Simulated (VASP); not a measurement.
# CaSi2S2 (I4/mmm) in VASP: single point with PBE

Aim: the single point of CaSi2S2 with PBE.

Program: VASP 6.6.1. These are calculated values, not measurements. Logs are shortened: lines on timing, memory, paths and dates and some standing lists are left out, and cuts for length are marked.

## 1. The cell of the first run

Symmetry: I4/mmm, No. 139, tetragonal system. The conventional cell has a = 5.058 Å, b = 5.058 Å, c = 8.015 Å, α = 90.00°, β = 90.00°, γ = 90.00°. Within 3.6 Å of Ca (site symmetry 4/mmm) lie 2 Si at 2.75 Å and 8 S at 3.23 Å. Si (site symmetry 4mm) has 1 Si at 2.51 Å and 4 S at 2.64 Å and 1 Ca at 2.75 Å within 3.3 Å. S (site symmetry -4m2) has 4 Si at 2.64 Å and 4 Ca at 3.23 Å within 3.5 Å.

## 2. Single point, PBE

INCAR

```
ALGO = Normal ; EDIFF = 1E-6
ENCUT = 520 ; GGA = PE
ISIF = 2 ; ISMEAR = 0
LASPH = True ; LCHARG = False
LREAL = False ; LWAVE = False
NBANDS = 23 ; NELM = 100
PREC = Accurate ; SIGMA = 0.1
```

KPOINTS

```
k-points
0
Gamma
  6 6 6
```

POSCAR

```
CaSi2S2
1.0
   -2.5291326879      2.5291326879      4.0076070499
    2.5291326879     -2.5291326879      4.0076070499
    2.5291326879      2.5291326879     -4.0076070499
Ca Si S
1 2 2
Direct
    0.0000000000      0.0000000000      0.0000000000
    0.6566199921      0.6566199921      0.0000000000
    0.3433800079      0.3433800079      0.0000000000
    0.7500000000      0.2500000000      0.5000000000
    0.2500000000      0.7500000000      0.5000000000
```

Potentials or basis: VASP PAW PBE potentials, release 64 (Ca_sv, Si, S).

Command:

```sh
$ cat potpaw_PBE.64/Ca_sv/POTCAR potpaw_PBE.64/Si/POTCAR potpaw_PBE.64/S/POTCAR > POTCAR
$ mpirun -np 1 vasp_std > vasp.out
```

OUTCAR:

```text
EDIFF = 1E-6
   ENCUT = 520
   GGA = PE
   ISIF = 2
   ISMEAR = 0
   LASPH = True
   LREAL = False
   NELM = 100
   PREC = Accurate

 ion  position               nearest neighbor table
   1  0.000  0.000  0.000-   2 2.75   3 2.75
   2  0.657  0.657  0.000-   3 2.51   4 2.64   5 2.64   4 2.64   5 2.64   1 2.75
   3  0.343  0.343  0.000-   2 2.51   5 2.64   4 2.64   4 2.64   5 2.64   1 2.75
   4  0.750  0.250  0.500-   3 2.64   2 2.64   3 2.64   2 2.64
   5  0.250  0.750  0.500-   3 2.64   2 2.64   3 2.64   2 2.64

  LATTYP: Found a body centered tetragonal cell.
 ALAT       =     5.0582653758
 C/A-ratio  =     1.5845776179

  Lattice vectors:

 A1 = (  -2.5291326879,   2.5291326879,   4.0076070499)
 A2 = (   2.5291326879,  -2.5291326879,   4.0076070499)
 A3 = (   2.5291326879,   2.5291326879,  -4.0076070499)

Analysis of symmetry for initial positions (statically):
=====================================================================
 Subroutine PRICEL returns:
 Original cell was already a primitive cell.

 Routine SETGRP: Setting up the symmetry group for a
 body centered tetragonal supercell.

 Subroutine GETGRP returns: Found 16 space group operations
 (whereof 16 operations were pure point group operations)
 out of a pool of 16 trial point group operations.

The static configuration has the point symmetry D_4h.

Analysis of symmetry for dynamics (positions and initial velocities):
=====================================================================
 Subroutine PRICEL returns:
 Original cell was already a primitive cell.

 Routine SETGRP: Setting up the symmetry group for a
 body centered tetragonal supercell.

 Subroutine GETGRP returns: Found 16 space group operations
 (whereof 16 operations were pure point group operations)
 out of a pool of 16 trial point group operations.

The dynamic configuration has the point symmetry D_4h.

 Subroutine INISYM returns: Found 16 space group operations
 (whereof 16 operations are pure point group operations),
 and found     1 'primitive' translations

----------------------------------------------------------------------------------------

                                     Primitive cell

  volume of cell :     102.5388

  direct lattice vectors                    reciprocal lattice vectors
    -2.529132688  2.529132688  4.007607050     0.000000000  0.197696231  0.124762731
     2.529132688 -2.529132688  4.007607050     0.197696231  0.000000000  0.124762731
     2.529132688  2.529132688 -4.007607050     0.197696231  0.197696231  0.000000000

  length of vectors
     5.371586225  5.371586225  5.371586225     0.233772408  0.233772408  0.279584691

  position of ions in fractional coordinates (direct lattice)
     0.000000000  0.000000000  0.000000000
     0.656619992  0.656619992  0.000000000
     0.343380008  0.343380008  0.000000000
     0.750000000  0.250000000  0.500000000
     0.250000000  0.750000000  0.500000000

  ion indices of the primitive-cell ions
   primitive index   ion index
                 1           1
                 2           2
                 3           3
                 4           4
                 5           5

----------------------------------------------------------------------------------------

 KPOINTS: k-points

Automatic generation of k-mesh.
 Grid dimensions read from file:
 generate k-points for:    6    6    6

 Generating k-lattice:

  Cartesian coordinates                     Fractional coordinates (reciprocal lattice)
     0.000000000  0.032949372  0.020793788     0.166666667 -0.000000000  0.000000000
     0.032949372  0.000000000  0.020793788    -0.000000000  0.166666667  0.000000000
     0.032949372  0.032949372  0.000000000     0.000000000  0.000000000  0.166666667

  Length of vectors
     0.038962068  0.038962068  0.046597449

  Shift w.r.t. Gamma in fractional coordinates (k-lattice)
     0.000000000  0.000000000  0.000000000

 Subroutine IBZKPT returns following result:
 ===========================================

 Found     30 irreducible k-points:

 Following reciprocal coordinates:
            Coordinates               Weight
  0.000000  0.000000  0.000000      1.000000
  0.166667 -0.000000  0.000000      8.000000
  0.333333  0.000000 -0.000000      8.000000
  0.500000  0.000000  0.000000      4.000000
  0.166667  0.166667  0.000000      8.000000
  0.333333  0.166667 -0.000000     16.000000
[... 16 lines left out ...]
 -0.333333 -0.333333  0.166667      8.000000
 -0.166667 -0.333333  0.166667      8.000000
 [... further k-points ...]
   k-points           NKPTS =     30   k-points in BZ     NKDIM =     30   number of bands    NBANDS=     23
   number of dos      NEDOS =    301   number of ions     NIONS =      5
   total plane-waves  NPLWV =  64000
   dimension x,y,z NGX =    40 NGY =   40 NGZ =   40
   dimension x,y,z NGXF=    80 NGYF=   80 NGZF=   80
   ions per type =               1   2   2
   NGX,Y,Z   is equivalent  to a cutoff of  12.38, 12.38, 12.38 a.u.
   NGXF,Y,Z  is equivalent  to a cutoff of  24.76, 24.76, 24.76 a.u.
 SYSTEM =  unknown system
   PREC   = accura    normal or accurate (medium, high low for compatibility)
   ISTART =      0    job   : 0-new  1-cont  2-samecut
   ICHARG =      2    charge: 1-file 2-atom 10-const
   ISPIN  =      1    spin polarized calculation?
   LNONCOLLINEAR =      F non collinear calculations
   LSORBIT =      F    spin-orbit coupling
   LASPH  =      T    aspherical Exc in radial PAW
   ENCUT  =  520.0 eV  38.22 Ry    6.18 a.u.   9.99  9.99  9.99*2*pi/ulx,y,z
   NELM   =    100;   NELMIN=  2; NELMDL= -5     # of ELM steps
   EDIFF  = 0.1E-05   stopping-criterion for ELM
   LREAL  =      F    real-space projection
   EDIFFG = 0.1E-04   stopping-criterion for IOM
   NSW    =      0    number of steps for IOM
   IBRION =     -1    ionic relax: 0-MD 1-quasi-New 2-CG
   NFREE  =      0    steps in history (QN), initial steepest desc. (CG)
   ISIF   =      2    stress and relaxation
   ISYM   =      2    0-nonsym 1-usesym 2-fastsym
   POTIM  = 0.5000    time-step for ionic-motion
   TEBEG  =    0.0;   TEEND  =   0.0 temperature during run
   PSTRESS=    0.0 pullay stress
   NELECT =      30.0000    total number of electrons
   NUPDOWN=      -1.0000    fix difference up-down
   EMIN   =  10.00;   EMAX   =-10.00  energy-range for DOS
   EFERMI =   0.00;   METHOD = LEGACY
   ISMEAR =     0;   SIGMA  =   0.10  broadening in eV -4-tet -1-fermi 0-gaus
   EFERMI_NEDOS =   21; number of points for ismear=-14 and -15
   IALGO  =     38    algorithm
   IMIX   =      4    mixing-type and parameters
     AMIX     =   0.40;   BMIX     =  1.00
     AMIX_MAG =   1.60;   BMIX_MAG =  1.00
  volume/ion in A,a.u.               =      20.51       138.39
  Fermi-wavevector in a.u.,A,eV,Ry     =   1.086807  2.053768 16.070517  1.181150
  Thomas-Fermi vector in A             =   2.222952
   LORBIT       =      0    0 simple, 1 ext, 2 COOP (PROOUT), +10 PAW based schemes
   GGA     = PE    functional components
   LHFCALC =     F    Hartree Fock is set to
   AEXX    =    0.0000 exact exchange contribution
   IVDW    =     0    specifies the selected vdW correction
   LEPSILON=     F    determine dielectric tensor
   LRPA    =     F    only Hartree local field effects (RPA)
 non-spin polarized calculation
 Gauss-broadening in eV      SIGMA  =   0.10
  energy-cutoff  :      520.00
  volume of cell :      102.54
 maximum number of plane-waves:      2786
   NGX = 19   NGY = 19   NGZ = 19

 number of electron      29.9999996 magnetization

 Free energy of the ion-electron system (eV)
  ---------------------------------------------------
  ext. energy  EPLUGINS =         0.00000000
  ---------------------------------------------------
  free energy    TOTEN  =       -22.40012463 eV

  energy without entropy =      -22.39194096  energy(sigma->0) =      -22.39603280

 E-fermi :   6.2492     XC(G=0):  -9.7091

 val. band max:        6.1995213631   @ k =  -0.1667   0.1667   0.1667
 cond. band min:       6.2534813125   @ k =   0.5000   0.0000   0.0000
 fundamental gap:      0.0539599494
 Fermi energy:         6.2492070567

 k-point     1 :       0.0000    0.0000    0.0000
  band No.  band energies     occupation
      1     -35.4519      2.00000
      2     -16.5071      2.00000
      3     -16.5071      2.00000
      4     -16.4638      2.00000
      5      -8.5050      2.00000
      6      -6.5989      2.00000
[... 15 lines left out ...]
     22      10.3467      0.00000
     23      10.8270      0.00000

 k-point     2 :       0.1667   -0.0000    0.0000
  band No.  band energies     occupation
      1     -35.4518      2.00000
      2     -16.5097      2.00000
      3     -16.5074      2.00000
      4     -16.4656      2.00000
      5      -8.3704      2.00000
      6      -6.7192      2.00000
[... 15 lines left out ...]
     22      10.1870      0.00000
     23      10.3984      0.00000

 k-point     3 :       0.3333    0.0000   -0.0000
  band No.  band energies     occupation
      1     -35.4517      2.00000
      2     -16.5150      2.00000
      3     -16.5079      2.00000
      4     -16.4688      2.00000
      5      -8.0061      2.00000
      6      -7.0508      2.00000
[... 15 lines left out ...]
     22       9.9208      0.00000
     23      10.4653      0.00000

 k-point     4 :       0.5000    0.0000    0.0000
  band No.  band energies     occupation
      1     -35.4516      2.00000
      2     -16.5177      2.00000
      3     -16.5081      2.00000
      4     -16.4703      2.00000
      5      -7.5238      2.00000
      6      -7.5151      2.00000
[... 15 lines left out ...]
     22       9.9095      0.00000
     23       9.9614      0.00000

 k-point     5 :       0.1667    0.1667    0.0000
  band No.  band energies     occupation
      1     -35.4517      2.00000
      2     -16.5109      2.00000
      3     -16.5094      2.00000
      4     -16.4685      2.00000
      5      -8.1987      2.00000
      6      -6.8332      2.00000
[... 434 lines left out ...]
 k-point    22 :      -0.1667    0.5000    0.1667
  band No.  band energies     occupation
      1     -35.4516      2.00000
      2     -16.5157      2.00000
      3     -16.5086      2.00000
      4     -16.4737      2.00000
      5      -7.8258      2.00000
      6      -7.1543      2.00000
[... 15 lines left out ...]
     22      10.1772      0.00000
     23      10.4482      0.00000

 k-point    23 :      -0.3333   -0.3333    0.1667
  band No.  band energies     occupation
      1     -35.4516      2.00000
      2     -16.5116      2.00000
      3     -16.5110      2.00000
      4     -16.4758      2.00000
      5      -7.9983      2.00000
      6      -6.9212      2.00000
[... 15 lines left out ...]
     22       9.6883      0.00000
     23      10.2610      0.00000

 k-point    24 :      -0.1667   -0.3333    0.1667
  band No.  band energies     occupation
      1     -35.4517      2.00000
      2     -16.5110      2.00000
      3     -16.5085      2.00000
      4     -16.4728      2.00000
      5      -8.1942      2.00000
      6      -6.8012      2.00000
[... 15 lines left out ...]
     22      10.2725      0.00000
     23      10.4636      0.00000

 [... further k-points ...]
[... 5 lines left out ...]
  --------------------------------------------------------------------------------------
  -------------------------------------------------------------------------------------
  Total        0.2013897      0.2013897      0.0273943      0.0000000     -0.0000000      0.0000000
  in kB        3.1467293      3.1467293      0.4280376      0.0000000     -0.0000000      0.0000000
  external PRESSURE =       2.2404987 kB  Pullay stress =       0.0000000 kB

 VOLUME and BASIS-vectors are now :
 -----------------------------------------------------------------------------
  energy-cutoff  :      520.00
  volume of cell :      102.54
      direct lattice vectors                 reciprocal lattice vectors
    -2.529132688  2.529132688  4.007607050     0.000000000  0.197696231  0.124762731
     2.529132688 -2.529132688  4.007607050     0.197696231  0.000000000  0.124762731
     2.529132688  2.529132688 -4.007607050     0.197696231  0.197696231  0.000000000

 POSITION                                       TOTAL-FORCE (eV/Angst)
 -----------------------------------------------------------------------------------
      0.00000      0.00000      0.00000         0.000000      0.000000      0.000000
      0.00000      0.00000      5.26295        -0.000000     -0.000000     -0.030218
      0.00000      0.00000      2.75226        -0.000000     -0.000000      0.030218
      0.00000      2.52913      2.00380         0.000000      0.000000      0.000000
      2.52913      0.00000      2.00380         0.000000      0.000000     -0.000000
 -----------------------------------------------------------------------------------
    total drift:                               -0.000000     -0.000000      0.000000

  FREE ENERGIE OF THE ION-ELECTRON SYSTEM (eV)
  ---------------------------------------------------
  free  energy   TOTEN  =       -22.4001246274 eV

  energy  without entropy=      -22.3919409638  energy(sigma->0) =      -22.39603280
```

It took 69 s on 1 thread of Intel Xeon Platinum 8259CL at 2.50GHz (Skylake/Cascade Lake), shared host; peak memory 0.27 GiB.

What came out:

```yaml
Free_energy: -22.4001 eV
Pressure: 0.2 GPa
Largest_force: 0.030 eV/Å
Band_gap_on_the_k_mesh: zero (band 15 reaches 6.47 eV, above the bottom of band 16 at 6.12 eV)
```

Forces in eV/Å, atoms in the order of the input:
```
Ca   0.000  0.000  0.000
Si   0.000  0.000 -0.030
Si   0.000  0.000  0.030
S    0.000  0.000  0.000
S    0.000  0.000  0.000
```

Stress tensor (GPa, compression positive):
```
0.31 0.00 0.00
0.00 0.31 0.00
0.00 0.00 0.04
```

Levels at points of the mesh, in eV from the Fermi level:
| k point | band 12 | band 13 | band 14 | band 15 | band 16 | band 17 | band 18 | band 19 |
| --- | --- | --- | --- | --- | --- | --- | --- | --- |
| (0.00, 0.00, 0.00) | -3.94 | -3.94 | -2.98 | -2.36 | 0.15 | 0.15 | 1.30 | 2.50 |
| (0.50, 0.00, 0.00) | -4.58 | -2.71 | -1.21 | 0.00 | 0.60 | 0.90 | 1.65 | 2.80 |
| (0.50, 0.50, 0.00) | -2.73 | -2.48 | -0.39 | 0.22 | 0.40 | 1.00 | 1.05 | 1.31 |
| (0.50, 0.50, 0.50) | -3.60 | -3.60 | -2.42 | -1.62 | 2.19 | 2.19 | 2.51 | 2.51 |
